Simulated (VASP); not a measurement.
# Ni (P6_3/mmc) in VASP: settings compared

Aim: see how the results for Ni move with the level of theory and the settings. Levels: PBEsol, LDA. Tasks: relaxation of cell and atoms.

Everything below comes from runs of VASP 6.6.1. Logs are shortened: lines on timing, memory, paths and dates and some standing lists are left out, and cuts for length are marked.

### Step 1. The cell of the first run

It takes space group P6_3/mmc (No. 194, hexagonal). The conventional cell has a = 2.448 Å, b = 2.448 Å, c = 4.073 Å, α = 90.00°, β = 90.00°, γ = 120.00°. Ni (site symmetry -6m2) has 12 Ni at 2.45 to 2.48 Å within 3.2 Å.

This isn't the form of Ni at room conditions, which is fcc.

### Step 2. Relaxation of cell and atoms, PBEsol, collinear spin, antiferromagnetic start

INCAR

```
  PREC = Accurate
  ENCUT = 600
  EDIFF = 1E-6
  ISMEAR = -1
  SIGMA = 0.1
  LREAL = F
  LASPH = T
  NELM = 150
  ALGO = Normal
  ISIF = 3
  LWAVE = F
  LCHARG = F
  ISPIN = 2
  MAGMOM = 1 -1
  LORBIT = 11
  LMAXMIX = 4
  GGA = PS
  IBRION = 2
  NSW = 80
  EDIFFG = -0.01
```

KPOINTS

```
Automatic mesh
0
Gamma
  15 15 8
```

POSCAR

```
Ni
1.0
    2.4480230000      0.0000000000      0.0000000000
   -1.2240110000      2.1200500000      0.0000000000
    0.0000000000      0.0000000000      4.0728080000
Ni
2
Direct
    0.3333333333      0.6666666667      0.2500000000
    0.6666666667      0.3333333333      0.7500000000
```

Potentials or basis: VASP PAW PBE potentials, release 64 (Ni).

Started as:

```
cat potpaw_PBE.64/Ni/POTCAR > POTCAR
mpirun -np 1 vasp_std > vasp.out
```

OUTCAR:

```text
PREC = Accurate
   ENCUT = 600
   EDIFF = 1E-6
   ISMEAR = -1
   LREAL = F
   LASPH = T
   NELM = 150
   ISIF = 3
   ISPIN = 2
   LORBIT = 11
   GGA = PS
   IBRION = 2
   NSW = 80
   EDIFFG = -0.01

 ion  position               nearest neighbor table
   1  0.333  0.667  0.250-   2 2.48   2 2.48   2 2.48   2 2.48   2 2.48   2 2.48
   2  0.667  0.333  0.750-   1 2.48   1 2.48   1 2.48   1 2.48   1 2.48   1 2.48

  LATTYP: Found a hexagonal cell.
 ALAT       =     2.4480230000
 C/A-ratio  =     1.6637131269

  Lattice vectors:

 A1 = (   2.4480230000,   0.0000000000,   0.0000000000)
 A2 = (  -1.2240110000,   2.1200500000,   0.0000000000)
 A3 = (   0.0000000000,   0.0000000000,   4.0728080000)

Analysis of symmetry for initial positions (statically):
=====================================================================
 Subroutine PRICEL returns:
 Original cell was already a primitive cell.

 Routine SETGRP: Setting up the symmetry group for a
 hexagonal supercell.

 Subroutine GETGRP returns: Found 24 space group operations
 (whereof 12 operations were pure point group operations)
 out of a pool of 24 trial point group operations.

The static configuration has the point symmetry D_3d.
 The point group associated with its full space group is D_6h.

Analysis of symmetry for dynamics (positions and initial velocities):
=====================================================================
 Subroutine PRICEL returns:
 Original cell was already a primitive cell.

 Routine SETGRP: Setting up the symmetry group for a
 hexagonal supercell.

 Subroutine GETGRP returns: Found 24 space group operations
 (whereof 12 operations were pure point group operations)
 out of a pool of 24 trial point group operations.

The dynamic configuration has the point symmetry D_3d.
 The point group associated with its full space group is D_6h.

Analysis of structural, dynamic, and magnetic symmetry:
=====================================================================
 Subroutine PRICEL returns:
 Original cell was already a primitive cell.

 Routine SETGRP: Setting up the symmetry group for a
 hexagonal supercell.

 Subroutine GETGRP returns: Found 24 space group operations
 (whereof 12 operations were pure point group operations)
 out of a pool of 24 trial point group operations.

The overall configuration has the point symmetry D_3d.
 The point group associated with its full space group is D_6h.

 Subroutine INISYM returns: Found 24 space group operations
 (whereof 12 operations are pure point group operations),
 and found     1 'primitive' translations

----------------------------------------------------------------------------------------

                                     Primitive cell

  volume of cell :      21.1376

  direct lattice vectors                    reciprocal lattice vectors
     2.448023000  0.000000000  0.000000000     0.408492894  0.235843398  0.000000000
    -1.224011000  2.120050000  0.000000000     0.000000000  0.471686989  0.000000000
     0.000000000  0.000000000  4.072808000     0.000000000  0.000000000  0.245530848

  length of vectors
     2.448023000  2.448022657  4.072808000     0.471686922  0.471686989  0.245530848

  position of ions in fractional coordinates (direct lattice)
     0.333333333  0.666666667  0.250000000
     0.666666667  0.333333333  0.750000000

  ion indices of the primitive-cell ions
   primitive index   ion index
                 1           1
                 2           2

----------------------------------------------------------------------------------------

 KPOINTS: Automatic mesh

Automatic generation of k-mesh.
 Grid dimensions read from file:
 generate k-points for:   15   15    8

 Generating k-lattice:

  Cartesian coordinates                     Fractional coordinates (reciprocal lattice)
     0.027232860  0.015722893  0.000000000     0.066666667  0.000000000  0.000000000
     0.000000000  0.031445799  0.000000000     0.000000000  0.066666667  0.000000000
     0.000000000  0.000000000  0.030691356     0.000000000  0.000000000  0.125000000

  Length of vectors
     0.031445795  0.031445799  0.030691356

  Shift w.r.t. Gamma in fractional coordinates (k-lattice)
     0.000000000  0.000000000  0.000000000

 Subroutine IBZKPT returns following result:
 ===========================================

 Found    135 irreducible k-points:

 Following reciprocal coordinates:
            Coordinates               Weight
  0.000000  0.000000  0.000000      1.000000
  0.066667 -0.000000  0.000000      6.000000
  0.133333  0.000000  0.000000      6.000000
  0.200000  0.000000  0.000000      6.000000
  0.266667  0.000000  0.000000      6.000000
  0.333333 -0.000000  0.000000      6.000000
[... 16 lines left out ...]
  0.333333  0.200000  0.000000     12.000000
  0.400000  0.200000  0.000000      6.000000
 [... further k-points ...]
   k-points           NKPTS =    135   k-points in BZ     NKDIM =    135   number of bands    NBANDS=     14
   number of dos      NEDOS =    301   number of ions     NIONS =      2
   total plane-waves  NPLWV =  14400
   dimension x,y,z NGX =    20 NGY =   20 NGZ =   36
   dimension x,y,z NGXF=    40 NGYF=   40 NGZF=   72
   ions per type =               2
   NGX,Y,Z   is equivalent  to a cutoff of  13.58, 13.58, 14.69 a.u.
   NGXF,Y,Z  is equivalent  to a cutoff of  27.16, 27.16, 29.39 a.u.
 SYSTEM =  unknown system
   PREC   = accura    normal or accurate (medium, high low for compatibility)
   ISTART =      0    job   : 0-new  1-cont  2-samecut
   ICHARG =      2    charge: 1-file 2-atom 10-const
   ISPIN  =      2    spin polarized calculation?
   LNONCOLLINEAR =      F non collinear calculations
   LSORBIT =      F    spin-orbit coupling
   LASPH  =      T    aspherical Exc in radial PAW
   ENCUT  =  600.0 eV  44.10 Ry    6.64 a.u.   4.89  4.89  8.13*2*pi/ulx,y,z
   NELM   =    150;   NELMIN=  2; NELMDL= -5     # of ELM steps
   EDIFF  = 0.1E-05   stopping-criterion for ELM
   LREAL  =      F    real-space projection
   EDIFFG = -.1E-01   stopping-criterion for IOM
   NSW    =     80    number of steps for IOM
   IBRION =      2    ionic relax: 0-MD 1-quasi-New 2-CG
   NFREE  =      1    steps in history (QN), initial steepest desc. (CG)
   ISIF   =      3    stress and relaxation
   ISYM   =      2    0-nonsym 1-usesym 2-fastsym
   POTIM  = 0.5000    time-step for ionic-motion
   TEBEG  =    0.0;   TEEND  =   0.0 temperature during run
   PSTRESS=    0.0 pullay stress
   NELECT =      20.0000    total number of electrons
   NUPDOWN=      -1.0000    fix difference up-down
   EMIN   =  10.00;   EMAX   =-10.00  energy-range for DOS
   EFERMI =   0.00;   METHOD = LEGACY
   ISMEAR =    -1;   SIGMA  =   0.10  broadening in eV -4-tet -1-fermi 0-gaus
   EFERMI_NEDOS =   21; number of points for ismear=-14 and -15
   IALGO  =     38    algorithm
   IMIX   =      4    mixing-type and parameters
     AMIX     =   0.40;   BMIX     =  1.00
     AMIX_MAG =   1.60;   BMIX_MAG =  1.00
  volume/ion in A,a.u.               =      10.57        71.32
  Fermi-wavevector in a.u.,A,eV,Ry     =   1.607187  3.037142 35.144515  2.583049
  Thomas-Fermi vector in A             =   2.703255
   LORBIT       =     11    0 simple, 1 ext, 2 COOP (PROOUT), +10 PAW based schemes
   GGA     = PS    functional components
   LHFCALC =     F    Hartree Fock is set to
   AEXX    =    0.0000 exact exchange contribution
   IVDW    =     0    specifies the selected vdW correction
   LEPSILON=     F    determine dielectric tensor
   LRPA    =     F    only Hartree local field effects (RPA)
 conjugate gradient relaxation of ions
 spin polarized calculation
  energy-cutoff  :      600.00
  volume of cell :       21.14
 maximum number of plane-waves:       726
 NGX is ok and might be reduce to    20
   NGX =  9   NGY =  9   NGZ = 17

--------------------------------------- Ionic step        1  -------------------------------------------

 number of electron      20.0000006 magnetization       0.0000000

 number of electron      20.0000006 magnetization      -0.0000000

 Free energy of the ion-electron system (eV)
  ---------------------------------------------------
  ext. energy  EPLUGINS =         0.00000000
  ---------------------------------------------------
  free energy    TOTEN  =       -12.21625930 eV

  energy without entropy =      -12.03269976  energy(sigma->0) =      -12.12447953

------------------------ aborting loop because EDIFF is reached ----------------------------------------

  FORCE on cell =-STRESS in cart. coord.  units (eV):
  Direction    XX          YY          ZZ          XY          YZ          ZX
  --------------------------------------------------------------------------------------
  -------------------------------------------------------------------------------------
  Total       -0.3849990     -0.3849990     -0.7560189     -0.0000001      0.0000000     -0.0000000
  in kB      -29.1819733    -29.1819704    -57.3043661     -0.0000069      0.0000000     -0.0000000
  external PRESSURE =     -38.5561033 kB  Pullay stress =       0.0000000 kB
[... 23 lines left out ...]
--------------------------------------- Ionic step        2  -------------------------------------------

 number of electron      20.0000005 magnetization      -0.0000000

 number of electron      20.0000005 magnetization       0.0000000

 E-fermi :  10.0202     XC(G=0): -13.8300

 val. band max:       10.0189411199   @ k =   0.2667   0.2000   0.5000
 cond. band min:      10.0205816115   @ k =   0.4000   0.0000   0.1250
 fundamental gap:      0.0016404916
 Fermi energy:        10.0202431625

 spin component 1

 k-point     1 :       0.0000    0.0000    0.0000
  band No.  band energies     occupation
      1       0.6183      1.00000
      2       5.1385      1.00000
      3       7.8982      1.00000
      4       8.0088      1.00000
      5       8.0088      1.00000
      6       8.3106      1.00000
      7       8.3106      1.00000
      8       8.7966      1.00000
      9       8.7966      1.00000
     10       9.5737      0.98863
     11       9.8420      0.85604
     12       9.8420      0.85604
     13      16.3679      0.00000
     14      33.3511      0.00000
[... 952 lines left out ...]
--------------------------------------- Ionic step        6  -------------------------------------------

 number of electron      20.0000002 magnetization       0.0000000

 number of electron      20.0000002 magnetization      -0.0000000

 Free energy of the ion-electron system (eV)
  ---------------------------------------------------
  ext. energy  EPLUGINS =         0.00000000
  ---------------------------------------------------
  free energy    TOTEN  =       -12.22224767 eV

  energy without entropy =      -12.03930877  energy(sigma->0) =      -12.13077822

 E-fermi :   9.7221     XC(G=0): -13.7102

 val. band max:        9.7213212266   @ k =   0.4000   0.0000   0.1250
 cond. band min:       9.7233375086   @ k =   0.4667   0.0000   0.3750
 fundamental gap:      0.0020162820
 Fermi energy:         9.7220893771

 spin component 1

 k-point     1 :       0.0000    0.0000    0.0000
  band No.  band energies     occupation
      1       0.4648      1.00000
      2       4.9644      1.00000
      3       7.6727      1.00000
      4       7.7688      1.00000
      5       7.7688      1.00000
      6       8.0643      1.00000
      7       8.0643      1.00000
      8       8.5208      0.99999
      9       8.5208      0.99999
     10       9.3460      0.97727
     11       9.5461      0.85317
     12       9.5461      0.85317
     13      15.9648      0.00000
     14      32.8451      0.00000
[... 832 lines left out ...]
  FREE ENERGIE OF THE ION-ELECTRON SYSTEM (eV)
  ---------------------------------------------------
  free  energy   TOTEN  =       -12.2222476676 eV

  energy  without entropy=      -12.0393087678  energy(sigma->0) =      -12.13077822

 reached required accuracy - stopping structural energy minimisation

 total charge

# of ion       s       p       d       tot
------------------------------------------
    1        0.516   0.540   8.346   9.403
    2        0.516   0.540   8.346   9.403
--------------------------------------------------
tot          1.033   1.081  16.692  18.805

 magnetization (x)

# of ion       s       p       d       tot
------------------------------------------
    1        0.000   0.000   0.000   0.000
    2       -0.000  -0.000  -0.000  -0.000
--------------------------------------------------
tot          0.000   0.000   0.000   0.000
```

Run time: 2.3 min. Hardware: 1 thread of Intel Xeon 6975P-C (Granite Rapids), shared host; peak memory 0.21 GiB.

Results:

- Free energy: -12.2222 eV
- Relaxed volume: 10.39 Å³/atom
- Relaxed cell: a = 2.444 Å, b = 2.444 Å, c = 4.017 Å, α = 90.00°, β = 90.00°, γ = 120.00°
- Space group after relaxing (to 0.1 Å): P6_3/mmc (No. 194)
- Energy gained by relaxing: 3.0 meV/atom
- Ionic steps: 6
- Pressure after relaxing: -0.1 GPa
- Band gap on the k mesh: zero (filled and empty bands overlap)
- Net moment: 0.00 μB per cell
- Valence electrons inside the program's atomic spheres: Ni 9.40

The path:
| step | energy change (eV) | largest force (eV/Å) | pressure (GPa) | volume (Å³) |
| --- | --- | --- | --- | --- |
| 1 | 0.0000 | 0.0000 | -3.86 | 21.14 |
| 2 | -0.0004 | 0.0000 | 4.54 | 20.37 |
| 3 | -0.0055 | 0.0000 | 0.34 | 20.74 |
| 4 | -0.0054 | 0.0000 | 0.19 | 20.75 |
| 5 | -0.0060 | 0.0000 | -0.07 | 20.77 |
| 6 | -0.0060 | 0.0000 | -0.12 | 20.77 |

Final structure:
```
CELL_PARAMETERS angstrom
2.44362 0.00000 0.00000
-1.22181 2.11623 0.00000
0.00000 0.00000 4.01733
ATOMIC_POSITIONS crystal
Ni 0.33333 0.66667 0.25000
Ni 0.66667 0.33333 0.75000
```

Caveat: the moments typed at the start vanished in this run; the PAW data sets were made with another functional, which shifts forces and pressure a little.

### Step 3. Relaxation of cell and atoms, LDA, collinear spin, antiferromagnetic start

INCAR

```
ALGO = Normal ; EDIFF = 1E-7
EDIFFG = -0.01 ; ENCUT = 600
IBRION = 2 ; ISIF = 3
ISMEAR = -1 ; ISPIN = 2
LASPH = True ; LCHARG = False
LMAXMIX = 4 ; LORBIT = 11
LREAL = False ; LWAVE = False
MAGMOM = 1 -1 ; NELM = 150
NSW = 80 ; PREC = Accurate
SIGMA = 0.1
```

KPOINTS

```
k-points
0
Gamma
  15 15 8
```

POSCAR is that of step 2.

Potentials or basis: VASP PAW LDA potentials, release 64 (Ni).

Started as:

```
cat potpaw_LDA.64/Ni/POTCAR > POTCAR
mpirun -np 1 vasp_std > vasp.out
```

Run time: 2.6 min. Hardware: 1 thread of Intel Xeon 6975P-C (Granite Rapids), shared host; peak memory 0.19 GiB.

Results (log left out):

* Free energy: -13.1339 eV
* Relaxed volume: 10.03 Å³/atom
* Relaxed cell: a = 2.415 Å, b = 2.415 Å, c = 3.973 Å, α = 90.00°, β = 90.00°, γ = 120.00°
* Space group after relaxing (to 0.1 Å): P6_3/mmc (No. 194)
* Energy gained by relaxing: 20.6 meV/atom
* Ionic steps: 7
* Pressure after relaxing: 0.1 GPa
* Band gap on the k mesh: zero (filled and empty bands overlap)
* Net moment: 0.00 μB per cell
* Valence electrons inside the program's atomic spheres: Ni 9.48

Step by step:
| step | energy change (eV) | largest force (eV/Å) | pressure (GPa) | volume (Å³) |
| --- | --- | --- | --- | --- |
| 1 | 0.0000 | 0.0000 | -11.44 | 21.14 |
| 2 | 0.0181 | 0.0000 | 17.38 | 18.91 |
| 3 | -0.0407 | 0.0000 | -0.05 | 20.08 |
| 4 | -0.0407 | 0.0000 | 0.20 | 20.06 |
| 5 | -0.0412 | 0.0000 | 0.14 | 20.06 |
| 6 | -0.0413 | 0.0000 | 0.10 | 20.06 |
| 7 | -0.0413 | 0.0000 | 0.13 | 20.06 |

Final structure:
```
CELL_PARAMETERS angstrom
2.41482 0.00000 0.00000
-1.20741 2.09130 0.00000
0.00000 0.00000 3.97265
ATOMIC_POSITIONS crystal
Ni 0.33333 0.66667 0.25000
Ni 0.66667 0.33333 0.75000
```

Levels at points of the mesh, in eV from the Fermi level:
Spin up:
```tsv
k point	band 7	band 8	band 9	band 10	band 11	band 12	band 13	band 14
(0.00, 0.00, 0.00)	-1.75	-1.26	-1.26	-0.37	-0.18	-0.18	6.51	23.54
(0.00, 0.00, 0.50)	-2.11	-2.11	-0.51	-0.51	-0.51	-0.51	15.30	15.30
```
Spin down:
```tsv
k point	band 6	band 7	band 8	band 9	band 10	band 11	band 12	band 13	band 14
(0.00, 0.00, 0.00)	-1.75	-1.75	-1.26	-1.26	-0.37	-0.18	-0.18	6.51	23.54
(0.00, 0.00, 0.50)	-2.11	-2.11	-2.11	-0.51	-0.51	-0.51	-0.51	15.30	15.30
```

Caveat: the moments typed at the start vanished in this run.
